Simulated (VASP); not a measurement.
# TiO2 (P-3m1) in VASP: notebook, part 2 of 2

VASP 6.6.1.

### Step 3. Single point, r2SCAN+rVV10

This run uses another cell than the first one, of 11.19 Å³/atom.

File POSCAR:

```
TiO2
1.0
    2.8626364569     -0.0000000036      0.0000000000
   -1.4313182253      2.4791158953      0.0000000000
    0.0000000000      0.0000000000      9.4621267359
Ti O
2 4
Direct
    0.6666666667      0.3333333333      0.2500417641
    0.3333333333      0.6666666667      0.7499582359
    0.3333333333      0.6666666667      0.3678573726
    0.6666666667      0.3333333333      0.8677742740
    0.3333333333      0.6666666667      0.1322257260
    0.6666666667      0.3333333333      0.6321426274
```

File INCAR.step1:

```
SYSTEM = TiO2
ALGO     = Normal         ! electronic algorithm
EDIFF    = 1E-4           ! SCF threshold, eV
ENCUT    = 520            ! plane-wave cutoff, eV
GGA      = PE             ! functional
ISMEAR   = -1             ! smearing method
LASPH    = .True.         ! aspherical terms in the spheres
LCHARG   = .False.        ! write CHGCAR
LREAL    = .False.        ! projectors in reciprocal space
LWAVE    = .True.         ! write WAVECAR
NBANDS   = 33             ! bands
NELM     = 60             ! most SCF steps
PREC     = Accurate       ! precision mode
SIGMA    = 0.03           ! smearing width, eV
```

File INCAR.step2:

```
SYSTEM = TiO2
ALGO     = Normal         ! electronic algorithm
BPARAM   = 11.95        
CPARAM   = 0.0093       
EDIFF    = 1E-7           ! SCF threshold, eV
ENCUT    = 520            ! plane-wave cutoff, eV
ISIF     = 2              ! what is computed and relaxed
ISMEAR   = -1             ! smearing method
ISTART   = 1            
IVDW_NL  = 2            
LASPH    = .True.         ! aspherical terms in the spheres
LCHARG   = .True.         ! write CHGCAR
LELF     = .True.         ! ELF
LMIXTAU  = .True.       
LREAL    = .False.        ! projectors in reciprocal space
LUSE_VDW = .True.       
LVHAR    = .True.       
LWAVE    = .False.        ! write WAVECAR
METAGGA  = R2SCAN         ! meta-GGA
NBANDS   = 33             ! bands
NELM     = 60             ! most SCF steps
PREC     = Accurate       ! precision mode
SIGMA    = 0.03           ! smearing width, eV
```

File KPOINTS:

```
k-points
0
Gamma
  12 12 2
  0 0 0
```

Potentials or basis: VASP PAW PBE potentials, release 64 (Ti_sv, O).

Started as:

```sh
$ cat potpaw_PBE.64/Ti_sv/POTCAR potpaw_PBE.64/O/POTCAR > POTCAR
$ cp INCAR.step1 INCAR
$ mpirun -np 1 vasp_std > vasp.out
$ cp INCAR.step2 INCAR
$ mpirun -np 1 vasp_std > vasp.out
```

OUTCAR:

```text
SYSTEM = TiO2
   BPARAM = 11.95
   EDIFF = 1E-7
   ENCUT = 520
   ISIF = 2
   ISMEAR = -1
   ISTART = 1
   IVDW_NL = 2
   LASPH = .True.
   LREAL = .False.
   METAGGA = R2SCAN
   NELM = 60
   PREC = Accurate

 ion  position               nearest neighbor table
   1  0.667  0.333  0.250-   3 1.99   3 1.99   3 1.99   5 1.99   5 1.99   5 1.99
   2  0.333  0.667  0.750-   6 1.99   6 1.99   6 1.99   4 1.99   4 1.99   4 1.99
   3  0.333  0.667  0.368-   1 1.99   1 1.99   1 1.99
   4  0.667  0.333  0.868-   2 1.99   2 1.99   2 1.99
   5  0.333  0.667  0.132-   1 1.99   1 1.99   1 1.99
   6  0.667  0.333  0.632-   2 1.99   2 1.99   2 1.99

  LATTYP: Found a hexagonal cell.
 ALAT       =     2.8626364569
 C/A-ratio  =     3.3053888883

  Lattice vectors:

 A1 = (   2.8626364569,  -0.0000000036,   0.0000000000)
 A2 = (  -1.4313182253,   2.4791158953,   0.0000000000)
 A3 = (   0.0000000000,   0.0000000000,   9.4621267359)

Analysis of symmetry for initial positions (statically):
=====================================================================
 Subroutine PRICEL returns:
 Original cell was already a primitive cell.

 Routine SETGRP: Setting up the symmetry group for a
 hexagonal supercell.

 Subroutine GETGRP returns: Found 12 space group operations
 (whereof 12 operations were pure point group operations)
 out of a pool of 24 trial point group operations.

The static configuration has the point symmetry D_3d.

Analysis of symmetry for dynamics (positions and initial velocities):
=====================================================================
 Subroutine PRICEL returns:
 Original cell was already a primitive cell.

 Routine SETGRP: Setting up the symmetry group for a
 hexagonal supercell.

 Subroutine GETGRP returns: Found 12 space group operations
 (whereof 12 operations were pure point group operations)
 out of a pool of 24 trial point group operations.

The dynamic configuration has the point symmetry D_3d.

 Subroutine INISYM returns: Found 12 space group operations
[... 129 lines left out ...]
   LORBIT       =      0    0 simple, 1 ext, 2 COOP (PROOUT), +10 PAW based schemes
   METAGGA = R2SCAN    functional components
   LHFCALC =     F    Hartree Fock is set to
   AEXX    =    0.0000 exact exchange contribution
   IVDW_NL    =     2    kernel type
   BPARAM     =11.9500
   IVDW    =     0    specifies the selected vdW correction
   LEPSILON=     F    determine dielectric tensor
   LRPA    =     F    only Hartree local field effects (RPA)
 non-spin polarized calculation
  energy-cutoff  :      520.00
  volume of cell :       67.15
 maximum number of plane-waves:      1829
 NGX is ok and might be reduce to    24
   NGX = 11   NGY = 11   NGZ = 35

 number of electron      48.0000027 magnetization

 Free energy of the ion-electron system (eV)
  ---------------------------------------------------
  ext. energy  EPLUGINS =         0.00000000
  ---------------------------------------------------
  free energy    TOTEN  =       -64.52119820 eV

  energy without entropy =      -64.52119815  energy(sigma->0) =      -64.52119817

 E-fermi :   4.4245     XC(G=0): -11.6296

 val. band max:        4.0219545390   @ k =   0.0000   0.0000   0.0000
 cond. band min:       4.8787881713   @ k =   0.2500   0.2500   0.0000
 fundamental gap:      0.8568336323
 Fermi energy:         4.4245037677

 k-point     1 :       0.0000    0.0000    0.0000
  band No.  band energies     occupation
      1     -55.5926      2.00000
      2     -55.5926      2.00000
      3     -30.7403      2.00000
      4     -30.7377      2.00000
      5     -30.5147      2.00000
      6     -30.5147      2.00000
[... 853 lines left out ...]
     32       8.4203      0.00000
     33       9.2223      0.00000

 [... further k-points ...]

------------------------ aborting loop because EDIFF is reached ----------------------------------------

  FORCE on cell =-STRESS in cart. coord.  units (eV):
  Direction    XX          YY          ZZ          XY          YZ          ZX
  --------------------------------------------------------------------------------------
  -------------------------------------------------------------------------------------
  Total        0.6915738      0.6915738      0.3810571      0.0000000      0.0000000      0.0000000
  in kB       16.5005095     16.5005095      9.0917797      0.0000000      0.0000000      0.0000000
  external PRESSURE =      14.0309329 kB  Pullay stress =       0.0000000 kB

 VOLUME and BASIS-vectors are now :
 -----------------------------------------------------------------------------
  energy-cutoff  :      520.00
  volume of cell :       67.15
      direct lattice vectors                 reciprocal lattice vectors
     2.862636457 -0.000000004  0.000000000     0.349328326  0.201684802  0.000000000
    -1.431318225  2.479115895  0.000000000     0.000000001  0.403369606  0.000000000
     0.000000000  0.000000000  9.462126736     0.000000000  0.000000000  0.105684486

 POSITION                                       TOTAL-FORCE (eV/Angst)
 -----------------------------------------------------------------------------------
      1.43132      0.82637      2.36593         0.000000      0.000000     -0.000093
      0.00000      1.65274      7.09620        -0.000000     -0.000000      0.000093
      0.00000      1.65274      3.48071         0.000000     -0.000000      0.110335
      1.43132      0.82637      8.21099        -0.000000     -0.000000      0.110680
      0.00000      1.65274      1.25114         0.000000      0.000000     -0.110680
      1.43132      0.82637      5.98141        -0.000000      0.000000     -0.110335
 -----------------------------------------------------------------------------------
    total drift:                                0.000000     -0.000000      0.000000

  FREE ENERGIE OF THE ION-ELECTRON SYSTEM (eV)
  ---------------------------------------------------
  free  energy   TOTEN  =       -64.5211981960 eV

  energy  without entropy=      -64.5211981487  energy(sigma->0) =      -64.52119817
```

It took 4.2 min on 1 thread of Intel Xeon 6975P-C (Granite Rapids), shared host; peak memory 0.39 GiB.

Results:

| Property | Result |
| --- | --- |
| Free energy | -64.5212 eV |
| Pressure | 1.4 GPa |
| Largest force | 0.111 eV/Å |
| Band gap on the k mesh | 0.86 eV (least direct gap 1.56 eV) |

Forces in eV/Å, atoms in the order of the input:
```
Ti   0.000  0.000  0.000
Ti   0.000  0.000  0.000
O    0.000  0.000  0.110
O    0.000  0.000  0.111
O    0.000  0.000 -0.111
O    0.000  0.000 -0.110
```

Stress tensor (GPa, compression positive):
```
1.65 0.00 0.00
0.00 1.65 0.00
0.00 0.00 0.91
```

Caveat: the PAW data sets were made with another functional, which shifts forces and pressure a little.

### Step 4. Single point, r2SCAN+rVV10

This run uses another cell than the first one, of 11.19 Å³/atom.

POSCAR is that of step 3.

File INCAR.step1:

```
SYSTEM = TiO2
ALGO     = Normal         ! electronic algorithm
EDIFF    = 1E-4           ! SCF threshold, eV
ENCUT    = 520            ! plane-wave cutoff, eV
GGA      = PE             ! functional
ISMEAR   = -1             ! smearing method
LASPH    = .TRUE.         ! aspherical terms in the spheres
LCHARG   = .FALSE.        ! write CHGCAR
LREAL    = .FALSE.        ! projectors in reciprocal space
LWAVE    = .TRUE.         ! write WAVECAR
NBANDS   = 33             ! bands
NELM     = 60             ! most SCF steps
PREC     = Accurate       ! precision mode
SIGMA    = 0.03           ! smearing width, eV
```

File INCAR.step2:

```
SYSTEM = TiO2
ALGO     = Normal         ! electronic algorithm
BPARAM   = 11.95        
CPARAM   = 0.0093       
EDIFF    = 1E-7           ! SCF threshold, eV
ENCUT    = 520            ! plane-wave cutoff, eV
ISIF     = 2              ! what is computed and relaxed
ISMEAR   = -1             ! smearing method
ISTART   = 1            
IVDW_NL  = 2            
LASPH    = .TRUE.         ! aspherical terms in the spheres
LCHARG   = .FALSE.        ! write CHGCAR
LMIXTAU  = .TRUE.       
LREAL    = .FALSE.        ! projectors in reciprocal space
LUSE_VDW = .TRUE.       
LWAVE    = .FALSE.        ! write WAVECAR
METAGGA  = R2SCAN         ! meta-GGA
NBANDS   = 33             ! bands
NELM     = 60             ! most SCF steps
PREC     = Accurate       ! precision mode
SIGMA    = 0.03           ! smearing width, eV
```

File KPOINTS:

```
k-points
0
G
  12 12 4
  0 0 0
```

Started as:

```sh
$ cat potpaw_PBE.64/Ti_sv/POTCAR potpaw_PBE.64/O/POTCAR > POTCAR
$ cp INCAR.step1 INCAR
$ mpirun -np 1 vasp_std > vasp.out
$ cp INCAR.step2 INCAR
$ mpirun -np 1 vasp_std > vasp.out
```

It took 8.5 min on 1 thread of Intel Xeon 6975P-C (Granite Rapids), shared host; peak memory 0.43 GiB.

It converged, with:

```
Free energy            : -64.5213 eV
Pressure               : 1.4 GPa
Largest force          : 0.111 eV/Å
Band gap on the k mesh : 0.86 eV (least direct gap 1.56 eV)
```

Forces on the atoms (eV/Å):
```
Ti   0.000  0.000  0.000
Ti   0.000  0.000  0.000
O    0.000  0.000  0.110
O    0.000  0.000  0.111
O    0.000  0.000 -0.111
O    0.000  0.000 -0.110
```

Stress tensor (GPa, compression positive):
```
1.65 0.00 0.00
0.00 1.65 0.00
0.00 0.00 0.90
```

Levels at points of the mesh, in eV from the valence-band top:
| k point | band 20 | band 21 | band 22 | band 23 | band 24 | band 25 | band 26 | band 27 | band 28 | band 29 |
| --- | --- | --- | --- | --- | --- | --- | --- | --- | --- | --- |
| (0.00, 0.00, 0.00) | -2.42 | -2.34 | -2.34 | -1.80 | 0.00 | 2.82 | 3.05 | 3.91 | 3.91 | 3.93 |
| (0.50, 0.00, 0.00) | -3.56 | -2.47 | -2.30 | -0.91 | -0.90 | 1.23 | 1.53 | 3.65 | 3.65 | 3.65 |
| (0.00, 0.00, 0.50) | -2.38 | -2.38 | -2.38 | -0.85 | -0.84 | 2.97 | 2.97 | 3.92 | 3.92 | 3.92 |
| (0.50, 0.00, 0.50) | -3.71 | -2.38 | -2.38 | -0.91 | -0.91 | 1.39 | 1.39 | 3.65 | 3.65 | 3.67 |

Caveat: the PAW data sets were made with another functional, which shifts forces and pressure a little. A k mesh can miss the band edges.

### Step 5. Overview

| level | cell | k mesh | gap on the mesh (eV) | pressure (GPa) | largest force (eV/Å) |
| --- | --- | --- | --- | --- | --- |
| PBEsol | a = 2.851, b = 2.851, c = 10.362 Å, angles 90.0, 90.0, 120.0°, 6 atoms, atomic positions A | 9 × 9 × 2 | 0.86 | 0.7 | 0.07 |
| r2SCAN+rVV10 | a = 2.863, b = 2.863, c = 9.462 Å, angles 90.0, 90.0, 120.0°, 6 atoms, atomic positions B | 12 × 12 × 2 | 0.86 | 1.4 | 0.11 |
| r2SCAN+rVV10 | a = 2.863, b = 2.863, c = 9.462 Å, angles 90.0, 90.0, 120.0°, 6 atoms, atomic positions B | 12 × 12 × 4 | 0.86 | 1.4 | 0.11 |

Alike in all rows: task single point; potentials or basis VASP PAW PBE potentials, release 64 (Ti_sv, O); no spin polarisation; cutoff (eV) 520; smearing fermi-dirac 0.03 eV.

Caveats: the PAW data sets were made with another functional, which shifts forces and pressure a little.

Total energies depend on the potentials used, so only differences within one code and one set of settings carry meaning.
